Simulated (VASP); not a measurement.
# Ti in VASP: a series of runs

Ti is run at these levels: PBEsol; tasks: single point.

Everything below comes from runs of VASP 6.6.1. Logs are shortened: lines on timing, memory, paths and dates and some standing lists are left out, and cuts for length are marked.

**1. The cell of the first run**

The cell holds a slab with vacuum, 3 atoms: a = 2.780 Å, b = 2.780 Å, c = 18.540 Å, α = 90.00°, β = 90.00°, γ = 109.47°.

**2. Single point, PBEsol**

The input, INCAR:

```
ALGO     = Normal         # electronic algorithm
DIPOL    = 0.5 0.5 0.493
EDIFF    = 1E-6           # SCF threshold, eV
ENCUT    = 520            # plane-wave cutoff, eV
GGA      = PS             # functional
IDIPOL   = 3            
ISIF     = 2              # what is computed and relaxed
ISMEAR   = 0              # smearing method
LASPH    = T              # aspherical terms in the spheres
LCHARG   = F              # write CHGCAR
LDIPOL   = T            
LREAL    = F              # projectors in reciprocal space
LWAVE    = F              # write WAVECAR
NBANDS   = 25             # bands
NELM     = 60             # most SCF steps
PREC     = Accurate       # precision mode
SIGMA    = 0.1            # smearing width, eV
```

The input, KPOINTS:

```
k-points
0
Gamma
  11 11 1
```

The input, POSCAR:

```
Ti
1.0
    2.7801425586      0.0000000000      0.0000000000
   -0.9267141862      2.6211435412      0.0000000000
    0.0000000000      0.0000000000     18.5399537872
Ti
3
Direct
    0.5000000000      0.5000000000      0.3775629692
    0.0000000000      0.0000000000      0.4931494062
    0.5000000000      0.5000000000      0.6081503487
```

Potentials or basis: VASP PAW PBE potentials, release 64 (Ti_sv).

Command:

```console
$ cat potpaw_PBE.64/Ti_sv/POTCAR > POTCAR
$ mpirun -np 1 vasp_std > vasp.out
```

OUTCAR:

```text
EDIFF = 1E-6
   ENCUT = 520
   GGA = PS
   ISIF = 2
   ISMEAR = 0
   LASPH = T
   LREAL = F
   NELM = 60
   PREC = Accurate

 ion  position               nearest neighbor table
   1  0.500  0.500  0.378-   2 2.68   2 2.68
   2  0.000  0.000  0.493-   3 2.67   3 2.67   1 2.68   1 2.68
   3  0.500  0.500  0.608-   2 2.67   2 2.67

  LATTYP: Found a base centered orthorhombic cell.
 ALAT       =     3.2102321092
 B/A-ratio  =     1.4142135624
 C/A-ratio  =     5.7752689389

  Lattice vectors:

 A1 = (   2.7801425586,   0.0000000000,   0.0000000000)
 A2 = (  -0.9267141862,   2.6211435412,   0.0000000000)
 A3 = (   0.0000000000,   0.0000000000,  18.5399537872)

Analysis of symmetry for initial positions (statically):
=====================================================================
 Subroutine PRICEL returns:
 Original cell was already a primitive cell.

 Routine SETGRP: Setting up the symmetry group for a
 base centered orthorhombic supercell.

 Subroutine GETGRP returns: Found  4 space group operations
 (whereof  4 operations were pure point group operations)
 out of a pool of  8 trial point group operations.

The static configuration has the point symmetry C_2v.

Analysis of symmetry for dynamics (positions and initial velocities):
=====================================================================
 Subroutine PRICEL returns:
 Original cell was already a primitive cell.

 Routine SETGRP: Setting up the symmetry group for a
 base centered orthorhombic supercell.

 Subroutine GETGRP returns: Found  4 space group operations
 (whereof  4 operations were pure point group operations)
 out of a pool of  8 trial point group operations.

The dynamic configuration has the point symmetry C_2v.

 Subroutine INISYM returns: Found  4 space group operations
 (whereof  4 operations are pure point group operations),
 and found     1 'primitive' translations

----------------------------------------------------------------------------------------

                                     Primitive cell

  volume of cell :     135.1035

  direct lattice vectors                    reciprocal lattice vectors
     2.780142559  0.000000000  0.000000000     0.359693785  0.127170957  0.000000000
    -0.926714186  2.621143541  0.000000000     0.000000000  0.381512872  0.000000000
     0.000000000  0.000000000 18.539953787     0.000000000  0.000000000  0.053937567

  length of vectors
     2.780142559  2.780142559 18.539953787     0.381512872  0.381512872  0.053937567

  position of ions in fractional coordinates (direct lattice)
     0.500000000  0.500000000  0.377562969
     0.000000000  0.000000000  0.493149406
     0.500000000  0.500000000  0.608150349

  ion indices of the primitive-cell ions
   primitive index   ion index
                 1           1
                 2           2
                 3           3

----------------------------------------------------------------------------------------

 KPOINTS: k-points

Automatic generation of k-mesh.
 Grid dimensions read from file:
 generate k-points for:   11   11    1

 Generating k-lattice:

  Cartesian coordinates                     Fractional coordinates (reciprocal lattice)
     0.032699435  0.011560996  0.000000000     0.090909091 -0.000000000  0.000000000
     0.000000000  0.034682988  0.000000000     0.000000000  0.090909091  0.000000000
     0.000000000  0.000000000  0.053937567     0.000000000  0.000000000  1.000000000

  Length of vectors
     0.034682988  0.034682988  0.053937567

  Shift w.r.t. Gamma in fractional coordinates (k-lattice)
     0.000000000  0.000000000  0.000000000

 Subroutine IBZKPT returns following result:
 ===========================================

 Found     36 irreducible k-points:

 Following reciprocal coordinates:
            Coordinates               Weight
  0.000000  0.000000  0.000000      1.000000
  0.090909  0.000000  0.000000      4.000000
  0.181818  0.000000  0.000000      4.000000
  0.272727  0.000000  0.000000      4.000000
  0.363636  0.000000  0.000000      4.000000
  0.454545  0.000000  0.000000      4.000000
[... 16 lines left out ...]
 -0.272727  0.181818  0.000000      4.000000
 -0.181818  0.181818  0.000000      2.000000
 [... further k-points ...]
   k-points           NKPTS =     36   k-points in BZ     NKDIM =     36   number of bands    NBANDS=     25
   number of dos      NEDOS =    301   number of ions     NIONS =      3
   total plane-waves  NPLWV =  80640
   dimension x,y,z NGX =    24 NGY =   24 NGZ =  140
   dimension x,y,z NGXF=    48 NGYF=   48 NGZF=  280
   ions per type =               3
   NGX,Y,Z   is equivalent  to a cutoff of  14.35, 14.35, 12.55 a.u.
   NGXF,Y,Z  is equivalent  to a cutoff of  28.70, 28.70, 25.11 a.u.
 SYSTEM =  unknown system
   PREC   = accura    normal or accurate (medium, high low for compatibility)
   ISTART =      0    job   : 0-new  1-cont  2-samecut
   ICHARG =      2    charge: 1-file 2-atom 10-const
   ISPIN  =      1    spin polarized calculation?
   LNONCOLLINEAR =      F non collinear calculations
   LSORBIT =      F    spin-orbit coupling
   LASPH  =      T    aspherical Exc in radial PAW
   ENCUT  =  520.0 eV  38.22 Ry    6.18 a.u.   5.17  5.17 34.47*2*pi/ulx,y,z
   NELM   =     60;   NELMIN=  2; NELMDL= -5     # of ELM steps
   EDIFF  = 0.1E-05   stopping-criterion for ELM
   LREAL  =      F    real-space projection
   EDIFFG = 0.1E-04   stopping-criterion for IOM
   NSW    =      0    number of steps for IOM
   IBRION =     -1    ionic relax: 0-MD 1-quasi-New 2-CG
   NFREE  =      0    steps in history (QN), initial steepest desc. (CG)
   ISIF   =      2    stress and relaxation
   ISYM   =      2    0-nonsym 1-usesym 2-fastsym
   POTIM  = 0.5000    time-step for ionic-motion
   TEBEG  =    0.0;   TEEND  =   0.0 temperature during run
   PSTRESS=    0.0 pullay stress
   NELECT =      36.0000    total number of electrons
   NUPDOWN=      -1.0000    fix difference up-down
   EMIN   =  10.00;   EMAX   =-10.00  energy-range for DOS
   EFERMI =   0.00;   METHOD = LEGACY
   ISMEAR =     0;   SIGMA  =   0.10  broadening in eV -4-tet -1-fermi 0-gaus
   EFERMI_NEDOS =   21; number of points for ismear=-14 and -15
   IALGO  =     38    algorithm
   IMIX   =      4    mixing-type and parameters
     AMIX     =   0.40;   BMIX     =  1.00
     AMIX_MAG =   1.60;   BMIX_MAG =  1.00
  volume/ion in A,a.u.               =      45.03       303.91
  Fermi-wavevector in a.u.,A,eV,Ry     =   1.053465  1.990760 15.099593  1.109789
  Thomas-Fermi vector in A             =   2.188588
   LORBIT       =      0    0 simple, 1 ext, 2 COOP (PROOUT), +10 PAW based schemes
   GGA     = PS    functional components
   LHFCALC =     F    Hartree Fock is set to
   AEXX    =    0.0000 exact exchange contribution
   IVDW    =     0    specifies the selected vdW correction
   LEPSILON=     F    determine dielectric tensor
   LRPA    =     F    only Hartree local field effects (RPA)
 non-spin polarized calculation
 Gauss-broadening in eV      SIGMA  =   0.10
  energy-cutoff  :      520.00
  volume of cell :      135.10
 maximum number of plane-waves:      3674
 NGX is ok and might be reduce to    24
   NGX = 11   NGY = 11   NGZ = 69

 dipolmoment           0.000000      0.000000     -0.000081 electrons x Angstroem

 number of electron      36.0000000 magnetization

 dipolmoment           0.000000      0.000000      0.000208 electrons x Angstroem

 Free energy of the ion-electron system (eV)
  ---------------------------------------------------
  ext. energy  EPLUGINS =         0.00000000
  ---------------------------------------------------
  free energy    TOTEN  =       -22.97066211 eV

  energy without entropy =      -22.93344313  energy(sigma->0) =      -22.95205262

 E-fermi :   0.4561     XC(G=0):  -5.4071

 val. band max:        0.4524865473   @ k =   0.3636   0.1818   0.0000
 cond. band min:       0.4613636622   @ k =   0.2727   0.0000   0.0000
 fundamental gap:      0.0088771149
 Fermi energy:         0.4560699434

 k-point     1 :       0.0000    0.0000    0.0000
  band No.  band energies     occupation
      1     -55.9052      2.00000
      2     -55.8879      2.00000
      3     -55.4189      2.00000
      4     -32.4996      2.00000
      5     -32.3140      2.00000
      6     -32.0062      2.00000
[... 17 lines left out ...]
     24       2.8907      0.00000
     25       2.8946      0.00000

 k-point     2 :       0.0909    0.0000    0.0000
  band No.  band energies     occupation
      1     -55.8976      2.00000
      2     -55.8814      2.00000
      3     -55.4137      2.00000
      4     -32.4850      2.00000
      5     -32.3173      2.00000
      6     -32.0277      2.00000
[... 17 lines left out ...]
     24       2.8229      0.00000
     25       2.9008      0.00000

 k-point     3 :       0.1818    0.0000    0.0000
  band No.  band energies     occupation
      1     -55.8773      2.00000
      2     -55.8638      2.00000
      3     -55.3995      2.00000
      4     -32.4467      2.00000
      5     -32.3303      2.00000
      6     -32.1210      2.00000
[... 17 lines left out ...]
     24       2.7990      0.00000
     25       2.9443      0.00000

 k-point     4 :       0.2727    0.0000    0.0000
  band No.  band energies     occupation
      1     -55.8507      2.00000
      2     -55.8404      2.00000
      3     -55.3810      2.00000
      4     -32.4143      2.00000
      5     -32.3598      2.00000
      6     -32.2550      2.00000
[... 17 lines left out ...]
     24       2.9407      0.00000
     25       3.0714      0.00000

 k-point     5 :       0.3636    0.0000    0.0000
  band No.  band energies     occupation
      1     -55.8266      2.00000
      2     -55.8183      2.00000
      3     -55.3640      2.00000
      4     -32.4800      2.00000
      5     -32.4109      2.00000
      6     -32.3753      2.00000
[... 17 lines left out ...]
     24       3.1715      0.00000
     25       3.2245      0.00000

 k-point     6 :       0.4545    0.0000    0.0000
  band No.  band energies     occupation
      1     -55.8126      2.00000
      2     -55.8047      2.00000
      3     -55.3539      2.00000
      4     -32.5550      2.00000
      5     -32.4743      2.00000
      6     -32.4284      2.00000
[... 17 lines left out ...]
     24       3.2145      0.00000
     25       3.3140      0.00000
[... 393 lines left out ...]
 k-point    21 :      -0.4545    0.1818    0.0000
  band No.  band energies     occupation
      1     -55.8000      2.00000
      2     -55.7913      2.00000
      3     -55.3351      2.00000
      4     -32.4891      2.00000
      5     -32.4409      2.00000
      6     -32.3566      2.00000
[... 17 lines left out ...]
     24       3.1454      0.00000
     25       3.2463      0.00000

 k-point    22 :      -0.3636    0.1818    0.0000
  band No.  band energies     occupation
      1     -55.8172      2.00000
      2     -55.8064      2.00000
      3     -55.3455      2.00000
      4     -32.4136      2.00000
      5     -32.3527      2.00000
      6     -32.3098      2.00000
[... 17 lines left out ...]
     24       2.9536      0.00000
     25       3.0009      0.00000

 k-point    23 :      -0.2727    0.1818    0.0000
  band No.  band energies     occupation
      1     -55.8408      2.00000
      2     -55.8273      2.00000
      3     -55.3627      2.00000
      4     -32.4091      2.00000
      5     -32.2854      2.00000
      6     -32.2086      2.00000
[... 17 lines left out ...]
     24       2.3394      0.00000
     25       2.5782      0.00000

 k-point    24 :      -0.1818    0.1818    0.0000
  band No.  band energies     occupation
      1     -55.8628      2.00000
      2     -55.8477      2.00000
      3     -55.3810      2.00000
      4     -32.4405      2.00000
      5     -32.2855      2.00000
      6     -32.0907      2.00000
[... 17 lines left out ...]
     24       2.1050      0.00000
     25       2.3907      0.00000

 [... further k-points ...]

------------------------ aborting loop because EDIFF is reached ----------------------------------------

 vacuum level on the upper side and lower side of the slab       (xc-potential included)        -0.237        -0.232

  FORCE on cell =-STRESS in cart. coord.  units (eV):
  Direction    XX          YY          ZZ          XY          YZ          ZX
  --------------------------------------------------------------------------------------
  -------------------------------------------------------------------------------------
  Total       -1.2933438     -0.8849191     -0.0981021      0.5775998      0.0000000      0.0000000
  in kB      -15.3376229    -10.4941589     -1.1633826      6.8496924      0.0000000      0.0000000
  external PRESSURE =      -8.9983881 kB  Pullay stress =       0.0000000 kB

 VOLUME and BASIS-vectors are now :
 -----------------------------------------------------------------------------
  energy-cutoff  :      520.00
  volume of cell :      135.10
      direct lattice vectors                 reciprocal lattice vectors
     2.780142559  0.000000000  0.000000000     0.359693785  0.127170957  0.000000000
    -0.926714186  2.621143541  0.000000000     0.000000000  0.381512872  0.000000000
     0.000000000  0.000000000 18.539953787     0.000000000  0.000000000  0.053937567

 POSITION                                       TOTAL-FORCE (eV/Angst)
 -----------------------------------------------------------------------------------
      0.92671      1.31057      7.00000        -0.000000      0.000000      0.031607
      0.00000      0.00000      9.14297         0.000000      0.000000     -0.026599
      0.92671      1.31057     11.27508        -0.000000      0.000000     -0.005008
 -----------------------------------------------------------------------------------
    total drift:                                0.000000      0.000000      0.000454

  FREE ENERGIE OF THE ION-ELECTRON SYSTEM (eV)
  ---------------------------------------------------
  free  energy   TOTEN  =       -22.9706621105 eV

  energy  without entropy=      -22.9334431312  energy(sigma->0) =      -22.95205262

 vacuum level on the upper side and lower side of the slab         4.746         4.751
```

Run time: 1.9 min. Hardware: 1 thread of Intel Xeon 6975P-C (Granite Rapids), shared host; peak memory 0.29 GiB.

What came out:

- Free energy: -22.9707 eV
- Largest force: 0.032 eV/Å
- Band gap on the k mesh: zero (band 18 reaches 0.93 eV, above the bottom of band 19 at 0.26 eV)

Forces in eV/Å, atoms in the order of the input:
```
Ti   0.000  0.000  0.032
Ti   0.000  0.000 -0.027
Ti   0.000  0.000 -0.005
```

Levels at points of the mesh, in eV from the Fermi level:
```
           k point  band 14  band 15  band 16  band 17  band 18  band 19  band 20  band 21  band 22  band 23
(0.00, 0.00, 0.00)    -4.01    -2.83    -0.45    -0.10     0.02     0.05     0.95     1.15     1.18     1.44
```

Caveat: the PAW data sets were made with another functional, which shifts forces and pressure a little.

[end of part 1 of 2]
